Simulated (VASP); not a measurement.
# Rh (Fm-3m) in VASP: notebook

Rh is run at these levels: PBE, RPBE, revPBE; tasks: single point.

Everything below comes from runs of VASP 6.6.1. Logs are shortened: lines on timing, memory, paths and dates and some standing lists are left out, and cuts for length are marked.

## 1. The cell of the first run

It takes space group Fm-3m (No. 225, cubic). Conventional cell: a = 3.796 Å, b = 3.796 Å, c = 3.796 Å, α = 90.00°, β = 90.00°, γ = 90.00°. Within 3.5 Å of Rh (site symmetry m-3m) lie 12 Rh at 2.68 Å.

## 2. Single point, PBE

Contents of INCAR:

```
SYSTEM = Rh
ALGO = Fast ; EDIFF = 1E-7
ENCUT = 520 ; GGA = PE
ISIF = 2 ; ISMEAR = 0
LASPH = .TRUE. ; LCHARG = .FALSE.
LREAL = .FALSE. ; LWAVE = .FALSE.
NBANDS = 14 ; NELM = 100
PREC = Accurate ; SIGMA = 0.012
```

Contents of KPOINTS:

```
k-points
0
G
  12 12 12
  0 0 0
```

Contents of POSCAR:

```
Rh
1.0
    0.0000000000      1.8978500000      1.8978500000
    1.8978500000      0.0000000000      1.8978500000
    1.8978500000      1.8978500000      0.0000000000
Rh
1
Direct
    0.0000000000      0.0000000000      0.0000000000
```

Potentials or basis: VASP PAW PBE potentials, release 64 (Rh_pv).

Run with:

```bash
cat potpaw_PBE.64/Rh_pv/POTCAR > POTCAR
mpirun -np 1 vasp_std > vasp.out
```

OUTCAR:

```text
SYSTEM = Rh
   EDIFF = 1E-7
   ENCUT = 520
   GGA = PE
   ISIF = 2
   ISMEAR = 0
   LASPH = .TRUE.
   LREAL = .FALSE.
   NELM = 100
   PREC = Accurate

 ion  position               nearest neighbor table
   1  0.000  0.000  0.000-

  LATTYP: Found a face centered cubic cell.
 ALAT       =     3.7957000000

  Lattice vectors:

 A1 = (   0.0000000000,   1.8978500000,   1.8978500000)
 A2 = (   1.8978500000,   0.0000000000,   1.8978500000)
 A3 = (   1.8978500000,   1.8978500000,   0.0000000000)

Analysis of symmetry for initial positions (statically):
[... 33 lines left out ...]
                                     Primitive cell

  volume of cell :      13.6715

  direct lattice vectors                    reciprocal lattice vectors
     0.000000000  1.897850000  1.897850000    -0.263456016  0.263456016  0.263456016
     1.897850000  0.000000000  1.897850000     0.263456016 -0.263456016  0.263456016
     1.897850000  1.897850000  0.000000000     0.263456016  0.263456016 -0.263456016

  length of vectors
     2.683965209  2.683965209  2.683965209     0.456319205  0.456319205  0.456319205

  position of ions in fractional coordinates (direct lattice)
     0.000000000  0.000000000  0.000000000

  ion indices of the primitive-cell ions
   primitive index   ion index
                 1           1

----------------------------------------------------------------------------------------

 KPOINTS: k-points

Automatic generation of k-mesh.
 Grid dimensions read from file:
 generate k-points for:   12   12   12

 Generating k-lattice:

  Cartesian coordinates                     Fractional coordinates (reciprocal lattice)
    -0.021954668  0.021954668  0.021954668     0.083333333  0.000000000  0.000000000
     0.021954668 -0.021954668  0.021954668     0.000000000  0.083333333  0.000000000
     0.021954668  0.021954668 -0.021954668     0.000000000  0.000000000  0.083333333

  Length of vectors
     0.038026600  0.038026600  0.038026600

  Shift w.r.t. Gamma in fractional coordinates (k-lattice)
     0.000000000  0.000000000  0.000000000

 Subroutine IBZKPT returns following result:
 ===========================================

 Found     72 irreducible k-points:

 Following reciprocal coordinates:
            Coordinates               Weight
  0.000000  0.000000  0.000000      1.000000
  0.083333  0.000000  0.000000      8.000000
  0.166667  0.000000  0.000000      8.000000
  0.250000  0.000000  0.000000      8.000000
  0.333333  0.000000  0.000000      8.000000
  0.416667  0.000000  0.000000      8.000000
[... 39 lines left out ...]
   EDIFFG = 0.1E-05   stopping-criterion for IOM
   NSW    =      0    number of steps for IOM
   IBRION =     -1    ionic relax: 0-MD 1-quasi-New 2-CG
   NFREE  =      0    steps in history (QN), initial steepest desc. (CG)
   ISIF   =      2    stress and relaxation
   ISYM   =      2    0-nonsym 1-usesym 2-fastsym
   POTIM  = 0.5000    time-step for ionic-motion
   TEBEG  =    0.0;   TEEND  =   0.0 temperature during run
   PSTRESS=    0.0 pullay stress
   NELECT =      15.0000    total number of electrons
   NUPDOWN=      -1.0000    fix difference up-down
   EMIN   =  10.00;   EMAX   =-10.00  energy-range for DOS
   EFERMI =   0.00;   METHOD = LEGACY
   ISMEAR =     0;   SIGMA  =   0.01  broadening in eV -4-tet -1-fermi 0-gaus
   EFERMI_NEDOS =   21; number of points for ismear=-14 and -15
   IALGO  =     68    algorithm
   IMIX   =      4    mixing-type and parameters
     AMIX     =   0.40;   BMIX     =  1.00
     AMIX_MAG =   1.60;   BMIX_MAG =  1.00
  volume/ion in A,a.u.               =      13.67        92.26
  Fermi-wavevector in a.u.,A,eV,Ry     =   1.688496  3.190795 38.790465  2.851019
  Thomas-Fermi vector in A             =   2.770792
   LORBIT       =      0    0 simple, 1 ext, 2 COOP (PROOUT), +10 PAW based schemes
   GGA     = PE    functional components
   LHFCALC =     F    Hartree Fock is set to
   AEXX    =    0.0000 exact exchange contribution
   IVDW    =     0    specifies the selected vdW correction
   LEPSILON=     F    determine dielectric tensor
   LRPA    =     F    only Hartree local field effects (RPA)
 non-spin polarized calculation
 RMM-DIIS sequential band-by-band and
 Gauss-broadening in eV      SIGMA  =   0.01
  energy-cutoff  :      520.00
  volume of cell :       13.67
 maximum number of plane-waves:       380
   NGX =  9   NGY =  9   NGZ =  9

 number of electron      15.0000007 magnetization

 Free energy of the ion-electron system (eV)
  ---------------------------------------------------
  ext. energy  EPLUGINS =         0.00000000
  ---------------------------------------------------
  free energy    TOTEN  =        -7.25239203 eV

  energy without entropy =       -7.25222605  energy(sigma->0) =       -7.25230904

 E-fermi :  12.0640     XC(G=0): -14.0712

 val. band max:       12.0446537880   @ k =   0.3333   0.1667   0.0000
 cond. band min:      12.0712724718   @ k =   0.5000   0.4167   0.0000
 fundamental gap:      0.0266186838
 Fermi energy:        12.0639600411

 k-point     1 :       0.0000    0.0000    0.0000
  band No.  band energies     occupation
      1     -34.4035      2.00000
      2     -34.4035      2.00000
      3     -34.4035      2.00000
      4       4.0068      2.00000
      5       8.8903      2.00000
      6       8.8903      2.00000
      7       8.8903      2.00000
      8      10.9925      2.00000
      9      10.9925      2.00000
     10      28.0009      0.00000
     11      32.4791      0.00000
     12      33.4935      0.00000
     13      33.4935      0.00000
     14      33.4935      0.00000
[... 377 lines left out ...]
      1     -35.0803      2.00000
      2     -34.6423      2.00000
      3     -34.5343      2.00000
      4       6.5718      2.00000
      5       8.2224      2.00000
      6       9.4887      2.00000
      7       9.9237      2.00000
      8      12.2530      0.00000
      9      16.1454      0.00000
     10      20.7945      0.00000
     11      28.0745      0.00000
     12      30.9579      0.00000
     13      32.4816      0.00000
     14      32.6427      0.00000

 [... further k-points ...]
[... 5 lines left out ...]
  --------------------------------------------------------------------------------------
  -------------------------------------------------------------------------------------
  Total        0.6202384      0.6202384      0.6202384      0.0000000      0.0000000     -0.0000000
  in kB       72.6864661     72.6864661     72.6864661      0.0000000      0.0000000     -0.0000000
  external PRESSURE =      72.6864661 kB  Pullay stress =       0.0000000 kB

 VOLUME and BASIS-vectors are now :
 -----------------------------------------------------------------------------
  energy-cutoff  :      520.00
  volume of cell :       13.67
      direct lattice vectors                 reciprocal lattice vectors
     0.000000000  1.897850000  1.897850000    -0.263456016  0.263456016  0.263456016
     1.897850000  0.000000000  1.897850000     0.263456016 -0.263456016  0.263456016
     1.897850000  1.897850000  0.000000000     0.263456016  0.263456016 -0.263456016

 POSITION                                       TOTAL-FORCE (eV/Angst)
 -----------------------------------------------------------------------------------
      0.00000      0.00000      0.00000        -0.000000     -0.000000      0.000000
 -----------------------------------------------------------------------------------
    total drift:                                0.000000      0.000000      0.000000

  FREE ENERGIE OF THE ION-ELECTRON SYSTEM (eV)
  ---------------------------------------------------
  free  energy   TOTEN  =        -7.2523920278 eV

  energy  without entropy=       -7.2522260491  energy(sigma->0) =       -7.25230904
```

OSZICAR:

```text
N       E                     dE             d eps       ncg     rms          rms(c)
DAV:   1     0.119765556400E+03    0.11977E+03   -0.89855E+03  2038   0.116E+03
DAV:   2    -0.609990793225E+01   -0.12587E+03   -0.11985E+03  2220   0.341E+02
DAV:   3    -0.775460388325E+01   -0.16547E+01   -0.16516E+01  2370   0.423E+01
DAV:   4    -0.776087278081E+01   -0.62689E-02   -0.62687E-02  2328   0.265E+00
DAV:   5    -0.776092754285E+01   -0.54762E-04   -0.54762E-04  2334   0.219E-01    0.103E+01
RMM:   6    -0.727300278320E+01    0.48792E+00   -0.78157E-01  2162   0.869E+00    0.363E+00
RMM:   7    -0.725587389559E+01    0.17129E-01   -0.33766E-02  2188   0.198E+00    0.164E+00
RMM:   8    -0.725278549240E+01    0.30884E-02   -0.66766E-03  2379   0.912E-01    0.278E-01
RMM:   9    -0.725238731888E+01    0.39817E-03   -0.77306E-04  2465   0.310E-01    0.207E-02
RMM:  10    -0.725239494406E+01   -0.76252E-05   -0.83596E-05  2467   0.116E-01    0.170E-02
RMM:  11    -0.725239240576E+01    0.25383E-05   -0.33594E-06  2486   0.238E-02    0.359E-03
RMM:  12    -0.725239186857E+01    0.53719E-06   -0.80472E-07  2426   0.115E-02    0.126E-03
RMM:  13    -0.725239207271E+01   -0.20414E-06   -0.13685E-07  1691   0.498E-03    0.143E-04
RMM:  14    -0.725239202781E+01    0.44901E-07   -0.24375E-08  1428   0.199E-03
   1 F= -.72523920E+01 E0= -.72523090E+01  d E =-.165979E-03
```

stdout:

```text
POSCAR found type information on POSCAR Rh
 POSCAR found :  1 types and       1 ions
 scaLAPACK will be used
 LDA part: xc-table for (Slater+PW92), standard interpolation
 POSCAR, INCAR and KPOINTS ok, starting setup
 FFT: planning ... GRIDC
 FFT: planning ... GRID_SOFT
 FFT: planning ... GRID
 WAVECAR not read
 entering main loop
WARNING in EDDRMM: call to ZHEGV failed, returncode =   8  4     13
WARNING in EDDRMM: call to ZHEGV failed, returncode =   8  4     13
```

Wall time 6.3 s (1 thread of Intel Xeon 6975P-C (Granite Rapids), shared host); peak memory 0.13 GiB.

Results:

* Free energy: -7.2524 eV
* Pressure: 7.3 GPa

Levels at points of the mesh, in eV from the Fermi level:
| k point | band 5 | band 6 | band 7 | band 8 | band 9 | band 10 |
| --- | --- | --- | --- | --- | --- | --- |
| (0.00, 0.00, 0.00) | -3.17 | -3.17 | -3.17 | -1.07 | -1.07 | 15.94 |
| (0.50, 0.00, 0.00) | -3.25 | -3.25 | 0.50 | 0.50 | 0.67 | 8.63 |
| (0.50, 0.50, 0.00) | -6.06 | 0.47 | 0.92 | 0.92 | 3.21 | 12.28 |

## 3. Single point, RPBE

This run uses another cell than the first one, of 14.29 Å³/atom, 1.046 times its volume.

Contents of INCAR:

```
PREC = Accurate ; ENCUT = 520
EDIFF = 1E-6 ; ISMEAR = -1
SIGMA = 0.05 ; LREAL = F
LASPH = T ; NELM = 80
ALGO = Normal ; ISIF = 2
LWAVE = F ; LCHARG = F
GGA = RP ; NBANDS = 14
```

Contents of KPOINTS:

```
regular mesh
0
Gamma
  12 12 12
```

Contents of POSCAR:

```
Rh
1.0
    0.0000000000      1.9262739337      1.9262739337
    1.9262739337      0.0000000000      1.9262739337
    1.9262739337      1.9262739337      0.0000000000
Rh
1
Direct
    0.0000000000      0.0000000000      0.0000000000
```

Potentials or basis: VASP PAW PBE potentials, release 64 (Rh_pv).

Run with:

```bash
cat potpaw_PBE.64/Rh_pv/POTCAR > POTCAR
mpirun -np 1 vasp_std > vasp.out
```

It took 4.8 s on 1 thread of Intel Xeon 6975P-C (Granite Rapids), shared host; peak memory 0.12 GiB.

It converged, with:

```
Free energy : -6.6224 eV
Pressure    : 0.2 GPa
```

Levels at points of the mesh, in eV from the Fermi level:
```
           k point  band 4  band 5  band 6  band 7  band 8  band 9  band 10  band 11
(0.00, 0.00, 0.00)   -7.64   -2.90   -2.90   -2.90   -0.95   -0.95    16.03    20.68
(0.50, 0.00, 0.00)   -5.79   -2.97   -2.97    0.51    0.51    0.80     8.27    15.51
(0.50, 0.50, 0.00)   -5.95   -5.60    0.48    0.90    0.90    3.25    11.80    13.14
```

Caveat: the PAW data sets were made with another functional, which shifts forces and pressure a little.

## 4. Single point, revPBE

This run uses another cell than the first one, of 14.22 Å³/atom, 1.040 times its volume.

Contents of INCAR:

```
PREC = Accurate
ENCUT = 520
EDIFF = 1E-6
ISMEAR = -1
SIGMA = 0.05
LREAL = F
LASPH = T
NELM = 60
ALGO = Normal
ISIF = 2
LWAVE = F
LCHARG = F
GGA = RE
NBANDS = 14
```

Contents of KPOINTS:

```
Automatic mesh
0
Gamma
  12 12 12
```

Contents of POSCAR:

```
Rh
1.0
    0.0000000000      1.9228859519      1.9228859519
    1.9228859519      0.0000000000      1.9228859519
    1.9228859519      1.9228859519      0.0000000000
Rh
1
Direct
    0.0000000000      0.0000000000      0.0000000000
```

Run with:

```bash
cat potpaw_PBE.64/Rh_pv/POTCAR > POTCAR
mpirun -np 1 vasp_std > vasp.out
```

It took 4.3 s on 1 thread of Intel Xeon 6975P-C (Granite Rapids), shared host; peak memory 0.13 GiB.

It converged, with:

- Free energy: -6.7567 eV
- Pressure: 0.3 GPa

Levels at points of the mesh, in eV from the Fermi level:
| k point | band 5 | band 6 | band 7 | band 8 | band 9 | band 10 |
| --- | --- | --- | --- | --- | --- | --- |
| (0.00, 0.00, 0.00) | -2.93 | -2.93 | -2.93 | -0.96 | -0.96 | 16.02 |
| (0.50, 0.00, 0.00) | -3.00 | -3.00 | 0.51 | 0.51 | 0.79 | 8.31 |
| (0.50, 0.50, 0.00) | -5.65 | 0.48 | 0.91 | 0.91 | 3.25 | 11.86 |

Caveat: the PAW data sets were made with another functional, which shifts forces and pressure a little.

## 5. Overview

| level | cell | smearing | gap on the mesh (eV) | pressure (GPa) |
| --- | --- | --- | --- | --- |
| PBE | a = 2.684 Å, angles 60.0°, 1 atom | gaussian 0.012 eV | none | 7.3 |
| RPBE | a = 2.724 Å, angles 60.0°, 1 atom | fermi-dirac 0.05 eV | none | 0.2 |
| revPBE | a = 2.719 Å, angles 60.0°, 1 atom | fermi-dirac 0.05 eV | none | 0.3 |

Alike in all rows: task single point; potentials or basis VASP PAW PBE potentials, release 64 (Rh_pv); no spin polarisation; k mesh 12 × 12 × 12; cutoff (eV) 520.

Caveats: the PAW data sets were made with another functional, which shifts forces and pressure a little (some runs).

Total energies depend on the potentials used, so only differences within one code and one set of settings carry meaning.
